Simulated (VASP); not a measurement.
Wanted: the native input for a VASP 6.6.1 run.

```yaml
Task: single point
Functional: r2SCAN
Potentials_or_basis: VASP PAW PBE potentials, release 64 (Zn, Se)
Cutoff: 520 eV
k_mesh: 10 × 10 × 10
Occupations: gaussian, width 0.05 eV
Spin: no spin polarisation
Dipole_correction: no
Further_INCAR_settings: ALGO = Normal; EDIFF = 1e-06; NBANDS = 16
```

The system is ZnSe.

```
CELL_PARAMETERS angstrom
0.00000 3.18099 2.24896
3.18099 0.00000 2.24896
3.18099 3.18099 0.00000
ATOMIC_POSITIONS crystal
Zn 0.00000 0.00000 0.00000
Se 0.75000 0.75000 0.75000
```

This cell differs from its parent crystal: ratio of the length along z to the lengths across it x 0.707, volume and fractional coordinates fixed.

One way to write it, as run:

POSCAR

```
ZnSe
1.0
    0.0000000000      3.1809930826      2.2489621094
    3.1809930826      0.0000000000      2.2489621094
    3.1809930826      3.1809930826      0.0000000000
Zn Se
1 1
Direct
    0.0000000000      0.0000000000      0.0000000000
    0.7500000000      0.7500000000      0.7500000000
```

INCAR.step1

```
PREC     = Accurate       # precision mode
ENCUT    = 520            # plane-wave cutoff, eV
ISMEAR   = 0              # smearing method
SIGMA    = 0.05           # smearing width, eV
LREAL    = False          # projectors in reciprocal space
LASPH    = True           # aspherical terms in the spheres
NELM     = 100            # most SCF steps
NBANDS   = 16             # bands
GGA      = PE             # functional
ALGO     = Normal         # electronic algorithm
EDIFF    = 1E-4           # SCF threshold, eV
LWAVE    = True           # write WAVECAR
LCHARG   = False          # write CHGCAR
```

INCAR.step2

```
PREC     = Accurate       # precision mode
ENCUT    = 520            # plane-wave cutoff, eV
EDIFF    = 1E-6           # SCF threshold, eV
ISMEAR   = 0              # smearing method
SIGMA    = 0.05           # smearing width, eV
LREAL    = False          # projectors in reciprocal space
LASPH    = True           # aspherical terms in the spheres
NELM     = 100            # most SCF steps
ALGO     = Normal         # electronic algorithm
ISIF     = 2              # what is computed and relaxed
LWAVE    = False          # write WAVECAR
LCHARG   = False          # write CHGCAR
METAGGA  = R2SCAN         # meta-GGA
LMIXTAU  = True         
NBANDS   = 16             # bands
ISTART   = 1
```

KPOINTS

```
Automatic mesh
0
Gamma
  10 10 10
```

Potentials or basis: VASP PAW PBE potentials, release 64 (Zn, Se).

Command:

```sh
$ cat potpaw_PBE.64/Zn/POTCAR potpaw_PBE.64/Se/POTCAR > POTCAR
$ cp INCAR.step1 INCAR
$ mpirun -np 1 vasp_std > vasp.out
$ cp INCAR.step2 INCAR
$ mpirun -np 1 vasp_std > vasp.out
```

It gave:

The pressure is -2.5 GPa and the band gap on the k mesh is 1.04 eV.

Caveat: the PAW data sets were made with another functional, which shifts forces and pressure a little.

Wall time 5.1 min on 1 thread of AMD EPYC 7R13 Processor (Zen 3) (shared host), peak memory 0.21 GiB.
